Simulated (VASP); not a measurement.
The system is Ti.

```
Ti
1.0
     4.62748    0.00000    0.00000
    -2.31374    4.00751    0.00000
     0.00000    0.00000    2.86344
Ti
3
Cartesian
  2.3137 1.3358 1.4317
  0.0000 2.6717 1.4317
  0.0000 0.0000 0.0000
```

This cell differs from its parent crystal: volume scaled by 1.04.

Base run:

- Program: VASP 6.6.1
- Functional: PBEsol
- Potentials or basis: VASP PAW PBE potentials, release 64 (Ti_sv)
- Cutoff: 520 eV
- k mesh: 7 × 7 × 9
- Occupations: fermi-dirac, width 0.05 eV
- Spin: no spin polarisation

Its results: band gap on the k mesh zero (band 18 reaches 8.08 eV, above the bottom of band 19 at 7.84 eV); pressure -7.7 GPa.

Problem. The run is repeated on the same cell with these changes: functional from PBEsol to LDA; potentials or basis from VASP PAW PBE potentials, release 64 (Ti_sv) to VASP PAW LDA potentials, release 64 (Ti_sv). What comes out?

Solution. Band gap on the k mesh zero (band 18 reaches 7.94 eV, above the bottom of band 19 at 7.70 eV); pressure -11.6 GPa.

Caveats: the PAW data sets were made with another functional, which shifts forces and pressure a little (some runs).
